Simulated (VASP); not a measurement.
# Ca3CeBi2 (P1) in VASP: single point with PBE

Aim: the single point of Ca3CeBi2 with PBE.

Program: VASP 6.6.1. These are calculated values, not measurements. Logs are shortened: lines on timing, memory, paths and dates and some standing lists are left out, and cuts for length are marked.

**1. The cell of the first run**

The typed cell holds 6 atoms: a = 5.110 Å, b = 5.143 Å, c = 8.192 Å, α = 90.11°, β = 89.93°, γ = 60.46°.

**2. Single point, PBE**

POSCAR

```
Ca3CeBi2
1.0
    2.5643470000      4.4195250000      0.0030490000
   -2.5973830000      4.4385990000     -0.0047850000
    0.0125200000     -0.0016020000      8.1923170000
Ca Ce Bi
3 1 2
Direct
    0.3263330000      0.3195590000      0.6523790000
    0.6726500000      0.6710940000      0.3461280000
    0.9914800000      0.0129440000      0.5010630000
    0.0047430000      0.9988320000      0.0042830000
    0.3456830000      0.3279460000      0.2492290000
    0.6559160000      0.6713630000      0.7494730000
```

INCAR.step1

```
  PREC = Accurate
  ENCUT = 520
  EDIFF = 1E-6
  ISMEAR = -1
  SIGMA = 0.0773
  LREAL = F
  LASPH = T
  NELM = 100
  ALGO = Normal
  ISIF = 2
  LWAVE = F
  LCHARG = T
  LMAXMIX = 6
  GGA = PE
  NBANDS = 45
```

KPOINTS.step1

```
Automatic mesh
0
Gamma
  4 4 3
```

INCAR.step2

```
  PREC = Accurate
  ENCUT = 520
  EDIFF = 1E-6
  ISMEAR = -5
  SIGMA = 0.0773
  LREAL = F
  LASPH = T
  NELM = 100
  ALGO = Normal
  ISIF = 2
  LWAVE = F
  LCHARG = F
  LMAXMIX = 6
  GGA = PE
  LORBIT = 10
  NEDOS = 2001
  ICHARG = 11
```

KPOINTS.step2

```
Automatic mesh
0
Gamma
  6 6 5
```

Potentials or basis: VASP PAW PBE potentials, release 64 (Ca_sv, Ce, Bi_d).

Launch:

```sh
> cat potpaw_PBE.64/Ca_sv/POTCAR potpaw_PBE.64/Ce/POTCAR potpaw_PBE.64/Bi_d/POTCAR > POTCAR
> cp INCAR.step1 INCAR
> cp KPOINTS.step1 KPOINTS
> mpirun -np 1 vasp_std > vasp.out
> cp INCAR.step2 INCAR
> cp KPOINTS.step2 KPOINTS
> mpirun -np 1 vasp_std > vasp.out
```

OUTCAR:

```text
PREC = Accurate
   ENCUT = 520
   EDIFF = 1E-6
   ISMEAR = -5
   LREAL = F
   LASPH = T
   NELM = 100
   ISIF = 2
   GGA = PE
   LORBIT = 10
   ICHARG = 11

 ion  position               nearest neighbor table
   1  0.326  0.320  0.652-   6 3.01   6 3.08   3 3.10   6 3.12   5 3.31
   2  0.673  0.671  0.346-   5 3.05   5 3.07   5 3.09   6 3.31
   3  0.991  0.013  0.501-   1 3.10   5 3.54
   4  0.005  0.999  0.004-   5 3.55
   5  0.346  0.328  0.249-   2 3.05   2 3.07   2 3.09   1 3.31   3 3.54   4 3.55
   6  0.656  0.671  0.749-   1 3.01   1 3.08   1 3.12   2 3.31

  LATTYP: Found a triclinic cell.
 ALAT       =     5.1617711865
 B/A-ratio  =     0.9898941752
 C/A-ratio  =     1.5871154353
 COS(alpha) =     0.0011945636
 COS(beta)  =     0.0030466641
 COS(gamma) =     0.4986684555

  Lattice vectors:

 A1 = (   5.1617300000,  -0.0190740000,   0.0078340000)
 A2 = (   2.5643470000,   4.4195250000,   0.0030490000)
 A3 = (   0.0125200000,  -0.0016020000,   8.1923170000)

Analysis of symmetry for initial positions (statically):
=====================================================================
 Subroutine PRICEL returns:
 Original cell was already a primitive cell.

 Routine SETGRP: Setting up the symmetry group for a
 triclinic supercell.

 Subroutine GETGRP returns: Found  1 space group operations
 (whereof  1 operations were pure point group operations)
 out of a pool of  2 trial point group operations.

The static configuration has the point symmetry C_1 .

Analysis of symmetry for dynamics (positions and initial velocities):
=====================================================================
 Subroutine PRICEL returns:
 Original cell was already a primitive cell.

 Routine SETGRP: Setting up the symmetry group for a
 triclinic supercell.

 Subroutine GETGRP returns: Found  1 space group operations
 (whereof  1 operations were pure point group operations)
 out of a pool of  2 trial point group operations.

The dynamic configuration has the point symmetry C_1 .

 Subroutine INISYM returns: Found  1 space group operations
 (whereof  1 operations are pure point group operations),
 and found     1 'primitive' translations

----------------------------------------------------------------------------------------

                                     Primitive cell

  volume of cell :     187.2866

  direct lattice vectors                    reciprocal lattice vectors
     2.564347000  4.419525000  0.003049000     0.194153750  0.113614755 -0.000274500
    -2.597383000  4.438599000 -0.004785000    -0.193319480  0.112169806  0.000317377
     0.012520000 -0.001602000  8.192317000    -0.000185175  0.000023232  0.122065877

  length of vectors
     5.109607231  5.142721306  8.192326724     0.224953477  0.223505229  0.122066019

  position of ions in fractional coordinates (direct lattice)
     0.326333000  0.319559000  0.652379000
     0.672650000  0.671094000  0.346128000
     0.991480000  0.012944000  0.501063000
     0.004743000  0.998832000  0.004283000
     0.345683000  0.327946000  0.249229000
     0.655916000  0.671363000  0.749473000

  ion indices of the primitive-cell ions
   primitive index   ion index
                 1           1
                 2           2
                 3           3
                 4           4
                 5           5
                 6           6

----------------------------------------------------------------------------------------

 KPOINTS: Automatic mesh

Automatic generation of k-mesh.
 Grid dimensions read from file:
 generate k-points for:    6    6    5

 Generating k-lattice:

  Cartesian coordinates                     Fractional coordinates (reciprocal lattice)
     0.032358958  0.018935792 -0.000045750     0.166666667 -0.000000000  0.000000000
    -0.032219913  0.018694968  0.000052896    -0.000000000  0.166666667  0.000000000
    -0.000037035  0.000004646  0.024413175    -0.000000000  0.000000000  0.200000000

  Length of vectors
     0.037492246  0.037250872  0.024413204

  Shift w.r.t. Gamma in fractional coordinates (k-lattice)
     0.000000000  0.000000000  0.000000000

 TETIRR: Found    540 inequivalent tetrahedra from     1080

 Subroutine IBZKPT returns following result:
 ===========================================

 Found     92 irreducible k-points:

 Following reciprocal coordinates:
            Coordinates               Weight
  0.000000  0.000000  0.000000      1.000000
  0.166667 -0.000000  0.000000      2.000000
  0.333333 -0.000000  0.000000      2.000000
  0.500000 -0.000000  0.000000      1.000000
 -0.000000  0.166667 -0.000000      2.000000
  0.166667  0.166667 -0.000000      2.000000
[... 16 lines left out ...]
  0.333333 -0.000000  0.200000      2.000000
  0.500000 -0.000000  0.200000      2.000000
 [... further k-points ...]
   k-points           NKPTS =     92   k-points in BZ     NKDIM =     92   number of bands    NBANDS=     43
   number of dos      NEDOS =   2001   number of ions     NIONS =      6
   total plane-waves  NPLWV = 102400
   dimension x,y,z NGX =    40 NGY =   40 NGZ =   64
   dimension x,y,z NGXF=    80 NGYF=   80 NGZF=  128
   ions per type =               3   1   2
   NGX,Y,Z   is equivalent  to a cutoff of  13.01, 12.93, 12.99 a.u.
   NGXF,Y,Z  is equivalent  to a cutoff of  26.03, 25.86, 25.97 a.u.
 SYSTEM =  unknown system
   PREC   = accura    normal or accurate (medium, high low for compatibility)
   ISTART =      0    job   : 0-new  1-cont  2-samecut
   ICHARG =     11    charge: 1-file 2-atom 10-const
   ISPIN  =      1    spin polarized calculation?
   LNONCOLLINEAR =      F non collinear calculations
   LSORBIT =      F    spin-orbit coupling
   LASPH  =      T    aspherical Exc in radial PAW
   ENCUT  =  520.0 eV  38.22 Ry    6.18 a.u.   9.50  9.56 15.23*2*pi/ulx,y,z
   NELM   =    100;   NELMIN=  2; NELMDL=  0     # of ELM steps
   EDIFF  = 0.1E-05   stopping-criterion for ELM
   LREAL  =      F    real-space projection
   EDIFFG = 0.1E-04   stopping-criterion for IOM
   NSW    =      0    number of steps for IOM
   IBRION =     -1    ionic relax: 0-MD 1-quasi-New 2-CG
   NFREE  =      0    steps in history (QN), initial steepest desc. (CG)
   ISIF   =      2    stress and relaxation
   ISYM   =      2    0-nonsym 1-usesym 2-fastsym
   POTIM  = 0.5000    time-step for ionic-motion
   TEBEG  =    0.0;   TEEND  =   0.0 temperature during run
   PSTRESS=    0.0 pullay stress
   NELECT =      72.0000    total number of electrons
   NUPDOWN=      -1.0000    fix difference up-down
   EMIN   =  10.00;   EMAX   =-10.00  energy-range for DOS
   EFERMI =   0.00;   METHOD = LEGACY
   ISMEAR =    -5;   SIGMA  =   0.08  broadening in eV -4-tet -1-fermi 0-gaus
   EFERMI_NEDOS =   21; number of points for ismear=-14 and -15
   IALGO  =     38    algorithm
   IMIX   =      4    mixing-type and parameters
     AMIX     =   0.40;   BMIX     =  1.00
     AMIX_MAG =   1.60;   BMIX_MAG =  1.00
  volume/ion in A,a.u.               =      31.21       210.65
  Fermi-wavevector in a.u.,A,eV,Ry     =   1.190374  2.249481 19.279320  1.416990
  Thomas-Fermi vector in A             =   2.326460
   LORBIT       =     10    0 simple, 1 ext, 2 COOP (PROOUT), +10 PAW based schemes
   GGA     = PE    functional components
   LHFCALC =     F    Hartree Fock is set to
   AEXX    =    0.0000 exact exchange contribution
   IVDW    =     0    specifies the selected vdW correction
   LEPSILON=     F    determine dielectric tensor
   LRPA    =     F    only Hartree local field effects (RPA)
 non-spin polarized calculation
 Fermi weights with tetrahedron method with Bloechl corrections
  energy-cutoff  :      520.00
  volume of cell :      187.29
 maximum number of plane-waves:      5083
 NGX is ok and might be reduce to    40

 number of electron      71.9999998 magnetization

 Free energy of the ion-electron system (eV)
  ---------------------------------------------------
  ext. energy  EPLUGINS =         0.00000000
  ---------------------------------------------------
  free energy    TOTEN  =       -21.39576085 eV

  energy without entropy =      -21.39576085  energy(sigma->0) =      -21.39576085

 E-fermi :   5.9836     XC(G=0):  -9.4397

 val. band max:        6.0570874955   @ k =   0.0000   0.5000  -0.0000
 cond. band min:       5.9124291823   @ k =   0.0000   0.0000   0.0000
 fundamental gap:     -0.1446583132
 Fermi energy:         5.9836330234

 k-point     1 :       0.0000    0.0000    0.0000
  band No.  band energies     occupation
      1     -36.0315      2.00000
      2     -35.5381      2.00000
      3     -35.5016      2.00000
      4     -29.3346      2.00000
      5     -17.2575      2.00000
      6     -17.1950      2.00000
[... 35 lines left out ...]
     42       6.1980      0.00000
     43       6.2548      0.00000

 k-point     2 :       0.1667   -0.0000    0.0000
  band No.  band energies     occupation
      1     -36.0301      2.00000
      2     -35.5389      2.00000
      3     -35.5021      2.00000
      4     -29.3341      2.00000
      5     -17.2596      2.00000
      6     -17.1953      2.00000
[... 35 lines left out ...]
     42       6.1901      0.00000
     43       6.2381      0.00000

 k-point     3 :       0.3333   -0.0000    0.0000
  band No.  band energies     occupation
      1     -36.0273      2.00000
      2     -35.5405      2.00000
      3     -35.5032      2.00000
      4     -29.3334      2.00000
      5     -17.2664      2.00000
      6     -17.1929      2.00000
[... 35 lines left out ...]
     42       6.2281      0.00000
     43       6.2587      0.00000

 k-point     4 :       0.5000   -0.0000    0.0000
  band No.  band energies     occupation
      1     -36.0259      2.00000
      2     -35.5413      2.00000
      3     -35.5037      2.00000
      4     -29.3331      2.00000
      5     -17.2704      2.00000
      6     -17.1904      2.00000
[... 863 lines left out ...]
     42       6.2005      0.00000
     43       6.2104      0.00000

 k-point    23 :       0.3333   -0.0000    0.2000
  band No.  band energies     occupation
      1     -36.0273      2.00000
      2     -35.5405      2.00000
      3     -35.5032      2.00000
      4     -29.3335      2.00000
      5     -17.2664      2.00000
      6     -17.1928      2.00000
[... 35 lines left out ...]
     42       6.2139      0.00000
     43       6.2362      0.00000

 k-point    24 :       0.5000   -0.0000    0.2000
  band No.  band energies     occupation
      1     -36.0259      2.00000
      2     -35.5413      2.00000
      3     -35.5037      2.00000
      4     -29.3331      2.00000
      5     -17.2704      2.00000
      6     -17.1904      2.00000
[... 35 lines left out ...]
     42       6.1923      0.00000
     43       6.2378      0.00000

 [... further k-points ...]

------------------------ aborting loop because EDIFF is reached ----------------------------------------

  FORCE on cell =-STRESS in cart. coord.  units (eV):
  Direction    XX          YY          ZZ          XY          YZ          ZX
  --------------------------------------------------------------------------------------
  -------------------------------------------------------------------------------------
  Total      -12.0486647    -11.9337081    -16.7097256     -0.2621114      0.1627105     -0.0286878
  in kB     -103.0724779   -102.0890613   -142.9463651     -2.2422791      1.3919365     -0.2454148
  external PRESSURE =    -116.0359681 kB  Pullay stress =       0.0000000 kB

 VOLUME and BASIS-vectors are now :
 -----------------------------------------------------------------------------
  energy-cutoff  :      520.00
  volume of cell :      187.29
      direct lattice vectors                 reciprocal lattice vectors
     2.564347000  4.419525000  0.003049000     0.194153750  0.113614755 -0.000274500
    -2.597383000  4.438599000 -0.004785000    -0.193319480  0.112169806  0.000317377
     0.012520000 -0.001602000  8.192317000    -0.000185175  0.000023232  0.122065877

 POSITION                                       TOTAL-FORCE (eV/Angst)
 -----------------------------------------------------------------------------------
      0.01498      2.85959      5.34396        -0.328752      0.472943      0.681107
     -0.01385      5.95096      2.83443         0.037718     -0.100337     -0.601633
      2.51515      4.43852      4.10783         0.241942     -0.172838     -0.007886
     -2.58213      4.45437      0.03032        -0.026717     -0.023941     -0.079308
      0.03777      2.98298      2.04125        -0.165598     -0.042363     -0.663395
     -0.05241      5.87755      6.13871         0.241406     -0.133464      0.671114
 -----------------------------------------------------------------------------------
    total drift:                               -0.000490      0.006458      0.030192

  FREE ENERGIE OF THE ION-ELECTRON SYSTEM (eV)
  ---------------------------------------------------
  free  energy   TOTEN  =       -21.3957608475 eV

  energy  without entropy=      -21.3957608475  energy(sigma->0) =      -21.39576085

 total charge

# of ion       s       p       d       f       tot
--------------------------------------------------
    1        2.063   5.850   0.366   0.000   8.279
    2        2.062   5.850   0.365   0.000   8.277
    3        2.098   5.827   0.326   0.000   8.252
    4        2.037   5.676   0.739   0.745   9.196
    5        1.433   1.661   9.899   0.000  12.993
    6        1.434   1.658   9.897   0.000  12.990
--------------------------------------------------
tot         11.126  26.522  21.593   0.745  59.986
```

It took 23 min on 1 thread of Intel Xeon Platinum 8259CL at 2.50GHz (Skylake/Cascade Lake), shared host; peak memory 0.83 GiB.

Results:

```yaml
Valence_electrons_inside_the_program's_atomic_spheres: Ca 8.28, 8.25 (each value once); Ce 9.20; Bi 12.99
```

Levels at points of the mesh, in eV from the Fermi level:
| k point | band 33 | band 34 | band 35 | band 36 | band 37 | band 38 | band 39 | band 40 |
| --- | --- | --- | --- | --- | --- | --- | --- | --- |
| (0.00, 0.00, 0.00) | -2.04 | -1.60 | -0.65 | -0.30 | -0.16 | -0.07 | 0.06 | 0.15 |
| (0.50, 0.00, 0.00) | -2.48 | -2.19 | -1.02 | -0.01 | 0.07 | 0.13 | 0.16 | 0.18 |
| (0.00, 0.50, 0.00) | -2.49 | -2.13 | -1.03 | 0.07 | 0.08 | 0.13 | 0.17 | 0.18 |
| (0.50, 0.50, 0.00) | -2.51 | -2.21 | -1.05 | 0.02 | 0.08 | 0.12 | 0.17 | 0.18 |

Caveat: spin-orbit coupling is left out, which moves the levels of the heavy elements; semilocal functionals describe open f shells poorly, which spoils levels, moments and volumes; tetrahedron occupations give inexact forces and stress in metals. Spin polarisation is off, so any magnetic state and its effect on volume and gap are missing.
